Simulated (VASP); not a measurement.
# HfTi3N4 (Pm-3m) in VASP: a series of runs

The runs below take HfTi3N4 through single point, relaxation of cell and atoms, with PBE.

Program: VASP 6.6.1. These are calculated values, not measurements. Logs are shortened: lines on timing, memory, paths and dates and some standing lists are left out, and cuts for length are marked.

## Step 1: The cell of the first run

Symmetry: Pm-3m, No. 221, cubic system. Conventional cell: a = 4.343 Å, b = 4.343 Å, c = 4.343 Å, α = 90.00°, β = 90.00°, γ = 90.00°. Within 2.9 Å of Hf (site symmetry m-3m) lie 6 N at 2.17 Å. Ti (site symmetry 4/mmm) has 6 N at 2.17 Å within 2.9 Å. Within 2.9 Å of N (site symmetry m-3m) lie 6 Ti at 2.17 Å. N (site symmetry 4/mmm) has 4 Ti at 2.17 Å and 2 Hf at 2.17 Å within 2.9 Å.

## Step 2: Single point, PBE

File INCAR:

```
  PREC = Accurate
  ENCUT = 520
  EDIFF = 1E-7
  ISMEAR = 0
  SIGMA = 0.2
  LREAL = F
  LASPH = T
  NELM = 60
  ALGO = Normal
  ISIF = 2
  LWAVE = F
  LCHARG = F
  GGA = PE
  NBANDS = 43
```

File KPOINTS:

```
regular mesh
0
Gamma
  6 6 6
```

File POSCAR:

```
HfTi3N4
1.0
    4.3433174612      0.0000382187     -0.0000009055
    0.0000385187      4.3433787172      0.0000055371
   -0.0000009007      0.0000055430      4.3433965766
Hf Ti N
1 3 4
Direct
   -0.0000004378      0.0000001222     -0.0000026207
    0.4999981367     -0.0000082071      0.4999996151
    0.0000076664      0.4999999552      0.4999920845
    0.5000012806      0.4999961297      0.0000137483
    0.4999953486      0.5000051584      0.4999932151
   -0.0000020751      0.5000003915      0.0000051455
    0.5000001248      0.0000042295     -0.0000011728
   -0.0000000443      0.0000022209      0.4999999849
```

Potentials or basis: VASP PAW PBE potentials, release 64 (Hf_pv, Ti_sv, N).

Run with:

```sh
$ cat potpaw_PBE.64/Hf_pv/POTCAR potpaw_PBE.64/Ti_sv/POTCAR potpaw_PBE.64/N/POTCAR > POTCAR
$ mpirun -np 1 vasp_std > vasp.out
```

OUTCAR:

```text
PREC = Accurate
   ENCUT = 520
   EDIFF = 1E-7
   ISMEAR = 0
   LREAL = F
   LASPH = T
   NELM = 60
   ISIF = 2
   GGA = PE

 ion  position               nearest neighbor table
   1  1.000  0.000  1.000-   7 2.17   7 2.17   8 2.17   6 2.17   6 2.17   8 2.17   4 3.07   4 3.07
                             2 3.07   2 3.07   2 3.07   3 3.07   3 3.07   2 3.07   4 3.07   4 3.07
   2  0.500  1.000  0.500-   5 2.17   8 2.17   8 2.17   7 2.17   7 2.17   5 2.17   1 3.07   1 3.07
                             1 3.07   1 3.07
   3  0.000  0.500  0.500-   5 2.17   6 2.17   8 2.17   8 2.17   5 2.17   6 2.17   1 3.07   1 3.07
                             1 3.07   1 3.07
   4  0.500  0.500  0.000-   5 2.17   6 2.17   7 2.17   6 2.17   7 2.17   5 2.17   1 3.07   1 3.07
                             1 3.07   1 3.07
   5  0.500  0.500  0.500-   3 2.17   4 2.17   2 2.17   3 2.17   2 2.17   4 2.17
   6  1.000  0.500  0.000-   3 2.17   4 2.17   4 2.17   1 2.17   1 2.17   3 2.17
   7  0.500  0.000  1.000-   4 2.17   1 2.17   1 2.17   2 2.17   2 2.17   4 2.17
   8  1.000  0.000  0.500-   2 2.17   2 2.17   3 2.17   1 2.17   3 2.17   1 2.17

  LATTYP: Found a simple monoclinic cell.
 ALAT       =     4.3433174614
 B/A-ratio  =     1.0000182154
 C/A-ratio  =     1.0000141035
 COS(beta)  =    -0.0000176678

  Lattice vectors:

 A1 = (   4.3433174612,   0.0000382187,  -0.0000009055)
 A2 = (  -0.0000009007,   0.0000055430,   4.3433965766)
 A3 = (  -0.0000385187,  -4.3433787172,  -0.0000055371)

Analysis of symmetry for initial positions (statically):
=====================================================================
 Subroutine PRICEL returns:
 Original cell was already a primitive cell.

 Routine SETGRP: Setting up the symmetry group for a
 simple monoclinic supercell.

 Subroutine GETGRP returns: Found  1 space group operations
 (whereof  1 operations were pure point group operations)
 out of a pool of  4 trial point group operations.

The static configuration has the point symmetry C_1 .

Analysis of symmetry for dynamics (positions and initial velocities):
=====================================================================
 Subroutine PRICEL returns:
 Original cell was already a primitive cell.

 Routine SETGRP: Setting up the symmetry group for a
 simple monoclinic supercell.

 Subroutine GETGRP returns: Found  1 space group operations
 (whereof  1 operations were pure point group operations)
 out of a pool of  4 trial point group operations.

The dynamic configuration has the point symmetry C_1 .

 Subroutine INISYM returns: Found  1 space group operations
 (whereof  1 operations are pure point group operations),
 and found     1 'primitive' translations

----------------------------------------------------------------------------------------

                                     Primitive cell

  volume of cell :      81.9368

  direct lattice vectors                    reciprocal lattice vectors
     4.343317461  0.000038219 -0.000000905     0.230238754 -0.000002042  0.000000048
     0.000038519  4.343378717  0.000005537    -0.000002026  0.230235507 -0.000000294
    -0.000000901  0.000005543  4.343396577     0.000000048 -0.000000294  0.230234560

  length of vectors
     4.343317461  4.343378717  4.343396577     0.230238754  0.230235507  0.230234560

  position of ions in fractional coordinates (direct lattice)
     0.999999562  0.000000122  0.999997379
     0.499998137  0.999991793  0.499999615
     0.000007666  0.499999955  0.499992085
     0.500001281  0.499996130  0.000013748
     0.499995349  0.500005158  0.499993215
     0.999997925  0.500000392  0.000005145
     0.500000125  0.000004230  0.999998827
     0.999999956  0.000002221  0.499999985

  ion indices of the primitive-cell ions
   primitive index   ion index
                 1           1
                 2           2
                 3           3
                 4           4
                 5           5
                 6           6
                 7           7
                 8           8

----------------------------------------------------------------------------------------

 KPOINTS: regular mesh

Automatic generation of k-mesh.
 Grid dimensions read from file:
 generate k-points for:    6    6    6

 Generating k-lattice:

  Cartesian coordinates                     Fractional coordinates (reciprocal lattice)
     0.038373126 -0.000000340  0.000000008     0.166666667  0.000000000 -0.000000000
    -0.000000338  0.038372584 -0.000000049    -0.000000000  0.166666667  0.000000000
     0.000000008 -0.000000049  0.038372427     0.000000000  0.000000000  0.166666667

  Length of vectors
     0.038373126  0.038372584  0.038372427

  Shift w.r.t. Gamma in fractional coordinates (k-lattice)
     0.000000000  0.000000000  0.000000000

 Subroutine IBZKPT returns following result:
 ===========================================

 Found    112 irreducible k-points:

 Following reciprocal coordinates:
            Coordinates               Weight
  0.000000  0.000000  0.000000      1.000000
  0.166667 -0.000000 -0.000000      2.000000
  0.333333 -0.000000  0.000000      2.000000
  0.500000 -0.000000  0.000000      1.000000
  0.000000  0.166667 -0.000000      2.000000
  0.166667  0.166667  0.000000      2.000000
[... 16 lines left out ...]
 -0.166667 -0.000000  0.166667      2.000000
  0.333333  0.000000  0.166667      2.000000
 [... further k-points ...]
   k-points           NKPTS =    112   k-points in BZ     NKDIM =    112   number of bands    NBANDS=     43
   number of dos      NEDOS =    301   number of ions     NIONS =      8
   total plane-waves  NPLWV =  32768
   dimension x,y,z NGX =    32 NGY =   32 NGZ =   32
   dimension x,y,z NGXF=    64 NGYF=   64 NGZF=   64
   ions per type =               1   3   4
   NGX,Y,Z   is equivalent  to a cutoff of  12.25, 12.25, 12.25 a.u.
   NGXF,Y,Z  is equivalent  to a cutoff of  24.50, 24.50, 24.50 a.u.
 SYSTEM =  unknown system
   PREC   = accura    normal or accurate (medium, high low for compatibility)
   ISTART =      0    job   : 0-new  1-cont  2-samecut
   ICHARG =      2    charge: 1-file 2-atom 10-const
   ISPIN  =      1    spin polarized calculation?
   LNONCOLLINEAR =      F non collinear calculations
   LSORBIT =      F    spin-orbit coupling
   LASPH  =      T    aspherical Exc in radial PAW
   ENCUT  =  520.0 eV  38.22 Ry    6.18 a.u.   8.08  8.08  8.08*2*pi/ulx,y,z
   NELM   =     60;   NELMIN=  2; NELMDL= -5     # of ELM steps
   EDIFF  = 0.1E-06   stopping-criterion for ELM
   LREAL  =      F    real-space projection
   EDIFFG = 0.1E-05   stopping-criterion for IOM
   NSW    =      0    number of steps for IOM
   IBRION =     -1    ionic relax: 0-MD 1-quasi-New 2-CG
   NFREE  =      0    steps in history (QN), initial steepest desc. (CG)
   ISIF   =      2    stress and relaxation
   ISYM   =      2    0-nonsym 1-usesym 2-fastsym
   POTIM  = 0.5000    time-step for ionic-motion
   TEBEG  =    0.0;   TEEND  =   0.0 temperature during run
   PSTRESS=    0.0 pullay stress
   NELECT =      66.0000    total number of electrons
   NUPDOWN=      -1.0000    fix difference up-down
   EMIN   =  10.00;   EMAX   =-10.00  energy-range for DOS
   EFERMI =   0.00;   METHOD = LEGACY
   ISMEAR =     0;   SIGMA  =   0.20  broadening in eV -4-tet -1-fermi 0-gaus
   EFERMI_NEDOS =   21; number of points for ismear=-14 and -15
   IALGO  =     38    algorithm
   IMIX   =      4    mixing-type and parameters
     AMIX     =   0.40;   BMIX     =  1.00
     AMIX_MAG =   1.60;   BMIX_MAG =  1.00
  volume/ion in A,a.u.               =      10.24        69.12
  Fermi-wavevector in a.u.,A,eV,Ry     =   1.523222  2.878472 31.568312  2.320205
  Thomas-Fermi vector in A             =   2.631695
   LORBIT       =      0    0 simple, 1 ext, 2 COOP (PROOUT), +10 PAW based schemes
   GGA     = PE    functional components
   LHFCALC =     F    Hartree Fock is set to
   AEXX    =    0.0000 exact exchange contribution
   IVDW    =     0    specifies the selected vdW correction
   LEPSILON=     F    determine dielectric tensor
   LRPA    =     F    only Hartree local field effects (RPA)
 non-spin polarized calculation
 Gauss-broadening in eV      SIGMA  =   0.20
  energy-cutoff  :      520.00
  volume of cell :       81.94
 maximum number of plane-waves:      2272
   NGX = 17   NGY = 17   NGZ = 17

 number of electron      66.0000025 magnetization

 Free energy of the ion-electron system (eV)
  ---------------------------------------------------
  ext. energy  EPLUGINS =         0.00000000
  ---------------------------------------------------
  free energy    TOTEN  =       -80.46724427 eV

  energy without entropy =      -80.38010097  energy(sigma->0) =      -80.42367262

 E-fermi :  10.1800     XC(G=0): -12.8156

 val. band max:       10.1053836395   @ k =   0.3333  -0.3333   0.1667
 cond. band min:      10.2132613910   @ k =   0.1667   0.3333   0.3333
 fundamental gap:      0.1078777515
 Fermi energy:        10.1800032606

 k-point     1 :       0.0000    0.0000    0.0000
  band No.  band energies     occupation
      1     -47.6726      2.00000
      2     -47.6020      2.00000
      3     -47.6020      2.00000
      4     -24.0909      2.00000
      5     -24.0909      2.00000
      6     -24.0909      2.00000
[... 35 lines left out ...]
     42      12.2583      0.00000
     43      12.3515      0.00000

 k-point     2 :       0.1667   -0.0000   -0.0000
  band No.  band energies     occupation
      1     -47.6684      2.00000
      2     -47.6062      2.00000
      3     -47.6020      2.00000
      4     -24.0779      2.00000
      5     -24.0779      2.00000
      6     -24.0732      2.00000
[... 35 lines left out ...]
     42      12.3039      0.00000
     43      12.3534      0.00000

 k-point     3 :       0.3333   -0.0000    0.0000
  band No.  band energies     occupation
      1     -47.6576      2.00000
      2     -47.6169      2.00000
      3     -47.6018      2.00000
      4     -24.0461      2.00000
      5     -24.0461      2.00000
      6     -24.0233      2.00000
[... 35 lines left out ...]
     42      12.3542      0.00000
     43      12.6746      0.00000

 k-point     4 :       0.5000   -0.0000    0.0000
  band No.  band energies     occupation
      1     -47.6491      2.00000
      2     -47.6254      2.00000
      3     -47.6017      2.00000
      4     -24.0240      2.00000
      5     -24.0240      2.00000
      6     -23.9627      2.00000
[... 863 lines left out ...]
     42      12.3437      0.00000
     43      12.3821      0.00000

 k-point    23 :      -0.1667   -0.0000    0.1667
  band No.  band energies     occupation
      1     -47.6644      2.00000
      2     -47.6078      2.00000
      3     -47.6041      2.00000
      4     -24.0871      2.00000
      5     -24.0650      2.00000
      6     -24.0413      2.00000
[... 35 lines left out ...]
     42      12.3437      0.00000
     43      12.3821      0.00000

 k-point    24 :       0.3333    0.0000    0.1667
  band No.  band energies     occupation
      1     -47.6542      2.00000
      2     -47.6171      2.00000
      3     -47.6049      2.00000
      4     -24.0714      2.00000
      5     -24.0329      2.00000
      6     -23.9983      2.00000
[... 35 lines left out ...]
     42      12.3403      0.00000
     43      12.9264      0.00000

 [... further k-points ...]

------------------------ aborting loop because EDIFF is reached ----------------------------------------

  FORCE on cell =-STRESS in cart. coord.  units (eV):
  Direction    XX          YY          ZZ          XY          YZ          ZX
  --------------------------------------------------------------------------------------
  -------------------------------------------------------------------------------------
  Total       -0.1817322     -0.1847401     -0.1856627     -0.0013026     -0.0001902      0.0000297
  in kB       -3.5535598     -3.6123769     -3.6304173     -0.0254701     -0.0037182      0.0005815
  external PRESSURE =      -3.5987847 kB  Pullay stress =       0.0000000 kB

 VOLUME and BASIS-vectors are now :
 -----------------------------------------------------------------------------
  energy-cutoff  :      520.00
  volume of cell :       81.94
      direct lattice vectors                 reciprocal lattice vectors
     4.343317461  0.000038219 -0.000000905     0.230238754 -0.000002042  0.000000048
     0.000038519  4.343378717  0.000005537    -0.000002026  0.230235507 -0.000000294
    -0.000000901  0.000005543  4.343396577     0.000000048 -0.000000294  0.230234560

 POSITION                                       TOTAL-FORCE (eV/Angst)
 -----------------------------------------------------------------------------------
      4.34331      0.00004      4.34338         0.000010      0.000037      0.000176
      2.17169      4.34336      2.17170         0.000077      0.000390     -0.000048
      0.00005      2.17169      2.17167        -0.000346      0.000068      0.000467
      2.17168      2.17169      0.00006        -0.000128      0.000309     -0.000572
      2.17166      2.17173      2.17167         0.000289     -0.000331      0.000430
      4.34333      2.17173      0.00002         0.000134     -0.000053     -0.000347
      2.17166      0.00004      4.34339        -0.000031     -0.000285      0.000056
      4.34332      0.00005      2.17170        -0.000006     -0.000136     -0.000162
 -----------------------------------------------------------------------------------
    total drift:                                0.000003     -0.000001      0.000001

  FREE ENERGIE OF THE ION-ELECTRON SYSTEM (eV)
  ---------------------------------------------------
  free  energy   TOTEN  =       -80.4672442745 eV

  energy  without entropy=      -80.3801009677  energy(sigma->0) =      -80.42367262
```

Wall time 2.6 min (1 thread of Intel Xeon 6975P-C (Granite Rapids), shared host); peak memory 0.43 GiB.

What came out:

| Quantity | Value |
| --- | --- |
| Free energy | -80.4672 eV |
| Pressure | -0.4 GPa |
| Band gap on the k mesh | zero (bands 33 and 34 overlap by 3.67 eV) |

Caveat: spin-orbit coupling is left out, which moves the levels of the heavy elements.

[end of part 1 of 2]

The gap in the log of VASP goes by the Fermi energy; the results here count the filled bands.